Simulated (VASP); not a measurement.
# CuI (Cmcm) in VASP: a series of runs

CuI is run at these levels: PBEsol; tasks: single point.

All numbers are computed with VASP 6.6.1; they aren't measurements. Logs are shortened: lines on timing, memory, paths and dates and some standing lists are left out, and cuts for length are marked.

## Step 1: The cell of the first run

The structure is orthorhombic, space group Cmcm (No. 63). The conventional cell has a = 7.317 Å, b = 7.274 Å, c = 4.485 Å, α = 90.00°, β = 90.00°, γ = 90.00°. Cu (site symmetry m2m) has 2 Cu at 2.52 Å and 3 I at 2.54 to 2.64 Å within 3.3 Å. Within 3.4 Å of I (site symmetry m2m) lie 3 Cu at 2.54 to 2.64 Å.

## Step 2: Single point, PBEsol

File INCAR:

```
SYSTEM = CuI
PREC = Accurate ; ENCUT = 520
EDIFF = 1E-7 ; ISMEAR = -1
SIGMA = 0.05 ; LREAL = .False.
LASPH = .True. ; NELM = 60
ALGO = Normal ; ISIF = 2
LWAVE = .False. ; LCHARG = .False.
GGA = PS ; NBANDS = 26
```

File KPOINTS:

```
Automatic mesh
0
Gamma
  4 4 6
  0 0 0
```

File POSCAR:

```
CuI
1.0
    3.6585042382     -3.6368646426      0.0000000000
    3.6585042382      3.6368646426      0.0000000000
    0.0000000000      0.0000000000      4.4845873282
Cu I
2 2
Direct
    0.4204388300      0.5795611700      0.7500000000
    0.5795611700      0.4204388300      0.2500000000
    0.7700426800      0.2299573200      0.7500000000
    0.2299573200      0.7700426800      0.2500000000
```

Potentials or basis: VASP PAW PBE potentials, release 64 (Cu, I).

Command:

```sh
> cat potpaw_PBE.64/Cu/POTCAR potpaw_PBE.64/I/POTCAR > POTCAR
> mpirun -np 1 vasp_std > vasp.out
```

OUTCAR:

```text
SYSTEM = CuI
   PREC = Accurate
   ENCUT = 520
   EDIFF = 1E-7
   ISMEAR = -1
   LREAL = .False.
   LASPH = .True.
   NELM = 60
   ISIF = 2
   GGA = PS

 ion  position               nearest neighbor table
   1  0.420  0.580  0.750-   2 2.52   2 2.52   3 2.54   4 2.64   4 2.64
   2  0.580  0.420  0.250-   1 2.52   1 2.52   4 2.54   3 2.64   3 2.64
   3  0.770  0.230  0.750-   1 2.54   2 2.64   2 2.64
   4  0.230  0.770  0.250-   2 2.54   1 2.64   1 2.64

  LATTYP: Found a base centered orthorhombic cell.
 ALAT       =     7.2737292852
 B/A-ratio  =     1.0059500690
 C/A-ratio  =     0.6165458120

  Lattice vectors:

 A1 = (  -3.6585042382,  -3.6368646426,   0.0000000000)
 A2 = (   3.6585042382,  -3.6368646426,   0.0000000000)
 A3 = (   0.0000000000,   0.0000000000,   4.4845873282)

Analysis of symmetry for initial positions (statically):
=====================================================================
 Subroutine PRICEL returns:
 Original cell was already a primitive cell.

 Routine SETGRP: Setting up the symmetry group for a
 base centered orthorhombic supercell.

 Subroutine GETGRP returns: Found  8 space group operations
 (whereof  4 operations were pure point group operations)
 out of a pool of  8 trial point group operations.

The static configuration has the point symmetry C_2h.
 The point group associated with its full space group is D_2h.

Analysis of symmetry for dynamics (positions and initial velocities):
=====================================================================
 Subroutine PRICEL returns:
 Original cell was already a primitive cell.

 Routine SETGRP: Setting up the symmetry group for a
 base centered orthorhombic supercell.

 Subroutine GETGRP returns: Found  8 space group operations
 (whereof  4 operations were pure point group operations)
 out of a pool of  8 trial point group operations.

The dynamic configuration has the point symmetry C_2h.
 The point group associated with its full space group is D_2h.

 Subroutine INISYM returns: Found  8 space group operations
 (whereof  4 operations are pure point group operations),
 and found     1 'primitive' translations

----------------------------------------------------------------------------------------

                                     Primitive cell

  volume of cell :     119.3392

  direct lattice vectors                    reciprocal lattice vectors
[... 90 lines left out ...]
   NELM   =     60;   NELMIN=  2; NELMDL= -5     # of ELM steps
   EDIFF  = 0.1E-06   stopping-criterion for ELM
   LREAL  =      F    real-space projection
   EDIFFG = 0.1E-05   stopping-criterion for IOM
   NSW    =      0    number of steps for IOM
   IBRION =     -1    ionic relax: 0-MD 1-quasi-New 2-CG
   NFREE  =      0    steps in history (QN), initial steepest desc. (CG)
   ISIF   =      2    stress and relaxation
   ISYM   =      2    0-nonsym 1-usesym 2-fastsym
   POTIM  = 0.5000    time-step for ionic-motion
   TEBEG  =    0.0;   TEEND  =   0.0 temperature during run
   PSTRESS=    0.0 pullay stress
   NELECT =      36.0000    total number of electrons
   NUPDOWN=      -1.0000    fix difference up-down
   EMIN   =  10.00;   EMAX   =-10.00  energy-range for DOS
   EFERMI =   0.00;   METHOD = LEGACY
   ISMEAR =    -1;   SIGMA  =   0.05  broadening in eV -4-tet -1-fermi 0-gaus
   EFERMI_NEDOS =   21; number of points for ismear=-14 and -15
   IALGO  =     38    algorithm
   IMIX   =      4    mixing-type and parameters
     AMIX     =   0.40;   BMIX     =  1.00
     AMIX_MAG =   1.60;   BMIX_MAG =  1.00
  volume/ion in A,a.u.               =      29.83       201.34
  Fermi-wavevector in a.u.,A,eV,Ry     =   1.097947  2.074818 16.401647  1.205487
  Thomas-Fermi vector in A             =   2.234316
   LORBIT       =      0    0 simple, 1 ext, 2 COOP (PROOUT), +10 PAW based schemes
   GGA     = PS    functional components
   LHFCALC =     F    Hartree Fock is set to
   AEXX    =    0.0000 exact exchange contribution
   IVDW    =     0    specifies the selected vdW correction
   LEPSILON=     F    determine dielectric tensor
   LRPA    =     F    only Hartree local field effects (RPA)
 non-spin polarized calculation
  energy-cutoff  :      520.00
  volume of cell :      119.34
 maximum number of plane-waves:      3240
 NGX is ok and might be reduce to    40
   NGX = 19   NGY = 19   NGZ = 17

 number of electron      36.0000024 magnetization

 Free energy of the ion-electron system (eV)
  ---------------------------------------------------
  ext. energy  EPLUGINS =         0.00000000
  ---------------------------------------------------
  free energy    TOTEN  =       -12.26073757 eV

  energy without entropy =      -12.26073656  energy(sigma->0) =      -12.26073706

 E-fermi :   4.1213     XC(G=0):  -8.8173

 val. band max:        3.6058939289   @ k =   0.0000   0.0000   0.0000
 cond. band min:       4.6251413209   @ k =   0.0000   0.0000   0.0000
 fundamental gap:      1.0192473920
 Fermi energy:         4.1212981472

 k-point     1 :       0.0000    0.0000    0.0000
  band No.  band energies     occupation
      1     -10.1058      2.00000
      2      -9.3351      2.00000
      3      -1.6793      2.00000
      4      -0.3837      2.00000
      5      -0.2408      2.00000
      6      -0.1820      2.00000
[... 685 lines left out ...]
     25      12.1237      0.00000
     26      12.1238      0.00000

 [... further k-points ...]

------------------------ aborting loop because EDIFF is reached ----------------------------------------

  FORCE on cell =-STRESS in cart. coord.  units (eV):
  Direction    XX          YY          ZZ          XY          YZ          ZX
  --------------------------------------------------------------------------------------
  -------------------------------------------------------------------------------------
  Total       -0.4899269     -0.7496457     -3.5777041      0.0000000      0.0000000      0.0000000
  in kB       -6.5774674    -10.0642971    -48.0321275      0.0000000      0.0000000      0.0000000
  external PRESSURE =     -21.5579640 kB  Pullay stress =       0.0000000 kB

 VOLUME and BASIS-vectors are now :
 -----------------------------------------------------------------------------
  energy-cutoff  :      520.00
  volume of cell :      119.34
      direct lattice vectors                 reciprocal lattice vectors
     3.658504238 -3.636864643  0.000000000     0.136667875 -0.137481058  0.000000000
     3.658504238  3.636864643  0.000000000     0.136667875  0.137481058  0.000000000
     0.000000000  0.000000000  4.484587328     0.000000000  0.000000000  0.222985958

 POSITION                                       TOTAL-FORCE (eV/Angst)
 -----------------------------------------------------------------------------------
      3.65850      0.57871      3.36344         0.000000      0.079208      0.000000
      3.65850     -0.57871      1.12115         0.000000     -0.079208      0.000000
      3.65850     -1.96422      3.36344         0.000000      0.091995     -0.000000
      3.65850      1.96422      1.12115         0.000000     -0.091995     -0.000000
 -----------------------------------------------------------------------------------
    total drift:                                0.000000     -0.000000      0.000000

  FREE ENERGIE OF THE ION-ELECTRON SYSTEM (eV)
  ---------------------------------------------------
  free  energy   TOTEN  =       -12.2607375670 eV

  energy  without entropy=      -12.2607365589  energy(sigma->0) =      -12.26073706
```

OSZICAR:

```text
N       E                     dE             d eps       ncg     rms          rms(c)
DAV:   1     0.268521253813E+03    0.26852E+03   -0.14698E+04  1456   0.145E+03
DAV:   2     0.138182737682E+02   -0.25470E+03   -0.24171E+03  1464   0.301E+02
DAV:   3    -0.117064919028E+02   -0.25525E+02   -0.24893E+02  1948   0.118E+02
DAV:   4    -0.130543453240E+02   -0.13479E+01   -0.13429E+01  1960   0.244E+01
DAV:   5    -0.131146986168E+02   -0.60353E-01   -0.60346E-01  2344   0.502E+00    0.975E+00
DAV:   6    -0.128812800465E+02    0.23342E+00   -0.14005E+01  1822   0.801E+01    0.661E+00
DAV:   7    -0.122553960410E+02    0.62588E+00   -0.30494E+00  1786   0.511E+01    0.296E+00
DAV:   8    -0.122792151085E+02   -0.23819E-01   -0.44468E-01  2254   0.104E+01    0.116E+00
DAV:   9    -0.122605487841E+02    0.18666E-01   -0.10270E-01  2018   0.761E+00    0.579E-01
DAV:  10    -0.122615169943E+02   -0.96821E-03   -0.57169E-03  2236   0.113E+00    0.417E-01
DAV:  11    -0.122606845877E+02    0.83241E-03   -0.41890E-03  1860   0.172E+00    0.132E-01
DAV:  12    -0.122607345934E+02   -0.50006E-04   -0.77457E-04  2032   0.219E-01    0.330E-02
DAV:  13    -0.122607359913E+02   -0.13979E-05   -0.13882E-05  2118   0.240E-02    0.429E-02
DAV:  14    -0.122607371950E+02   -0.12037E-05   -0.30241E-06  1942   0.147E-02    0.368E-02
DAV:  15    -0.122607372214E+02   -0.26344E-07   -0.32363E-06  1728   0.982E-03    0.221E-02
DAV:  16    -0.122607374760E+02   -0.25466E-06   -0.62580E-07  1906   0.119E-02    0.104E-02
DAV:  17    -0.122607375670E+02   -0.90916E-07   -0.63826E-08   858   0.439E-03
   1 F= -.12260738E+02 E0= -.12260737E+02  d E =-.100803E-05
```

Run time: 2.5 min. Hardware: 1 thread of Intel Xeon 8259CL, shared host; peak memory 0.28 GiB.

Results:

```yaml
Free_energy: -12.2607 eV
Pressure: -2.2 GPa
Largest_force: 0.092 eV/Å
Band_gap_on_the_k_mesh: 1.02 eV
```

Forces in eV/Å, atoms in the order of the input:
```
Cu   0.000  0.079  0.000
Cu   0.000 -0.079  0.000
I    0.000  0.092  0.000
I    0.000 -0.092  0.000
```

Stress tensor (GPa, compression positive):
```
-0.66  0.00  0.00
 0.00 -1.01  0.00
 0.00  0.00 -4.80
```

Caveat: the PAW data sets were made with another functional, which shifts forces and pressure a little; spin-orbit coupling is left out, which moves the levels of the heavy elements.

## Step 3: Single point, PBEsol

File INCAR:

```
ALGO = Normal
EDIFF = 1E-7
ENCUT = 520
GGA = PS
ISIF = 2
ISMEAR = -1
LASPH = T
LCHARG = F
LREAL = F
LWAVE = F
NBANDS = 26
NELM = 80
PREC = Accurate
SIGMA = 0.05
```

File KPOINTS:

```
k-points
0
Gamma
  4 4 6
```

File POSCAR:

```
CuI
1.0
    3.6833920221     -3.6616052184      0.0000000000
    3.6833920221      3.6616052184      0.0000000000
    0.0000000000      0.0000000000      4.4241895350
Cu I
2 2
Direct
    0.4204388300      0.5795611700      0.7500000000
    0.5795611700      0.4204388300      0.2500000000
    0.7700426800      0.2299573200      0.7500000000
    0.2299573200      0.7700426800      0.2500000000
```

Potentials or basis: VASP PAW PBE potentials, release 64 (Cu, I).

Command:

```sh
> cat potpaw_PBE.64/Cu/POTCAR potpaw_PBE.64/I/POTCAR > POTCAR
> mpirun -np 1 vasp_std > vasp.out
```

OUTCAR:

```text
EDIFF = 1E-7
   ENCUT = 520
   GGA = PS
   ISIF = 2
   ISMEAR = -1
   LASPH = T
   LREAL = F
   NELM = 80
   PREC = Accurate

 ion  position               nearest neighbor table
   1  0.420  0.580  0.750-   2 2.50   2 2.50   3 2.56   4 2.62   4 2.62
   2  0.580  0.420  0.250-   1 2.50   1 2.50   4 2.56   3 2.62   3 2.62
   3  0.770  0.230  0.750-   1 2.56   2 2.62   2 2.62
   4  0.230  0.770  0.250-   2 2.56   1 2.62   1 2.62

  LATTYP: Found a base centered orthorhombic cell.
 ALAT       =     7.3232104368
 B/A-ratio  =     1.0059500690
 C/A-ratio  =     0.6041325144

  Lattice vectors:

 A1 = (  -3.6833920221,  -3.6616052184,   0.0000000000)
 A2 = (   3.6833920221,  -3.6616052184,   0.0000000000)
 A3 = (   0.0000000000,   0.0000000000,   4.4241895350)

Analysis of symmetry for initial positions (statically):
=====================================================================
 Subroutine PRICEL returns:
 Original cell was already a primitive cell.

 Routine SETGRP: Setting up the symmetry group for a
 base centered orthorhombic supercell.

 Subroutine GETGRP returns: Found  8 space group operations
 (whereof  4 operations were pure point group operations)
 out of a pool of  8 trial point group operations.

The static configuration has the point symmetry C_2h.
 The point group associated with its full space group is D_2h.

Analysis of symmetry for dynamics (positions and initial velocities):
=====================================================================
 Subroutine PRICEL returns:
 Original cell was already a primitive cell.

 Routine SETGRP: Setting up the symmetry group for a
 base centered orthorhombic supercell.

 Subroutine GETGRP returns: Found  8 space group operations
[... 122 lines left out ...]
   EFERMI =   0.00;   METHOD = LEGACY
   ISMEAR =    -1;   SIGMA  =   0.05  broadening in eV -4-tet -1-fermi 0-gaus
   EFERMI_NEDOS =   21; number of points for ismear=-14 and -15
   IALGO  =     38    algorithm
   IMIX   =      4    mixing-type and parameters
     AMIX     =   0.40;   BMIX     =  1.00
     AMIX_MAG =   1.60;   BMIX_MAG =  1.00
  volume/ion in A,a.u.               =      29.83       201.34
  Fermi-wavevector in a.u.,A,eV,Ry     =   1.097947  2.074818 16.401647  1.205487
  Thomas-Fermi vector in A             =   2.234316
   LORBIT       =      0    0 simple, 1 ext, 2 COOP (PROOUT), +10 PAW based schemes
   GGA     = PS    functional components
   LHFCALC =     F    Hartree Fock is set to
   AEXX    =    0.0000 exact exchange contribution
   IVDW    =     0    specifies the selected vdW correction
   LEPSILON=     F    determine dielectric tensor
   LRPA    =     F    only Hartree local field effects (RPA)
 non-spin polarized calculation
  energy-cutoff  :      520.00
  volume of cell :      119.34
 maximum number of plane-waves:      3232
 NGX is ok and might be reduce to    40
   NGX = 19   NGY = 19   NGZ = 17

 number of electron      36.0000009 magnetization

 Free energy of the ion-electron system (eV)
  ---------------------------------------------------
  ext. energy  EPLUGINS =         0.00000000
  ---------------------------------------------------
  free energy    TOTEN  =       -12.29584674 eV

  energy without entropy =      -12.29584552  energy(sigma->0) =      -12.29584613

 E-fermi :   4.1468     XC(G=0):  -8.8059

 val. band max:        3.6407785356   @ k =   0.0000   0.0000   0.0000
 cond. band min:       4.6401811057   @ k =   0.0000   0.0000   0.0000
 fundamental gap:      0.9994025701
 Fermi energy:         4.1467560669

 k-point     1 :       0.0000    0.0000    0.0000
  band No.  band energies     occupation
      1     -10.1227      2.00000
      2      -9.3596      2.00000
      3      -1.7420      2.00000
      4      -0.4287      2.00000
      5      -0.2663      2.00000
      6      -0.1852      2.00000
[... 685 lines left out ...]
     25      12.3049      0.00000
     26      12.3060      0.00000

 [... further k-points ...]

------------------------ aborting loop because EDIFF is reached ----------------------------------------

  FORCE on cell =-STRESS in cart. coord.  units (eV):
  Direction    XX          YY          ZZ          XY          YZ          ZX
  --------------------------------------------------------------------------------------
  -------------------------------------------------------------------------------------
  Total       -0.4213355     -0.8865842     -2.8660171      0.0000000      0.0000000      0.0000000
  in kB       -5.6565995    -11.9027521    -38.4774402      0.0000000      0.0000000      0.0000000
  external PRESSURE =     -18.6789306 kB  Pullay stress =       0.0000000 kB

 VOLUME and BASIS-vectors are now :
 -----------------------------------------------------------------------------
  energy-cutoff  :      520.00
  volume of cell :      119.34
      direct lattice vectors                 reciprocal lattice vectors
     3.683392022 -3.661605218  0.000000000     0.135744443 -0.136552132  0.000000000
     3.683392022  3.661605218  0.000000000     0.135744443  0.136552132  0.000000000
     0.000000000  0.000000000  4.424189535     0.000000000  0.000000000  0.226030099

 POSITION                                       TOTAL-FORCE (eV/Angst)
 -----------------------------------------------------------------------------------
      3.68339      0.58264      3.31814         0.000000      0.058293     -0.000000
      3.68339     -0.58264      1.10605         0.000000     -0.058293      0.000000
      3.68339     -1.97758      3.31814         0.000000      0.124969      0.000000
      3.68339      1.97758      1.10605         0.000000     -0.124969      0.000000
 -----------------------------------------------------------------------------------
    total drift:                                0.000000     -0.000000      0.000000

  FREE ENERGIE OF THE ION-ELECTRON SYSTEM (eV)
  ---------------------------------------------------
  free  energy   TOTEN  =       -12.2958467427 eV

  energy  without entropy=      -12.2958455208  energy(sigma->0) =      -12.29584613
```

Run time: 3.2 min. Hardware: 1 thread of Intel Xeon 8259CL, shared host; peak memory 0.28 GiB.

What came out:

| Item | Value |
| --- | --- |
| Free energy | -12.2958 eV |
| Pressure | -1.9 GPa |
| Largest force | 0.125 eV/Å |
| Band gap on the k mesh | 1.00 eV |

Forces in eV/Å, atoms in the order of the input:
```
Cu   0.000  0.058  0.000
Cu   0.000 -0.058  0.000
I    0.000  0.125  0.000
I    0.000 -0.125  0.000
```

Stress tensor (GPa, compression positive):
```
-0.57  0.00  0.00
 0.00 -1.19  0.00
 0.00  0.00 -3.85
```

Caveat: the PAW data sets were made with another functional, which shifts forces and pressure a little; spin-orbit coupling is left out, which moves the levels of the heavy elements.
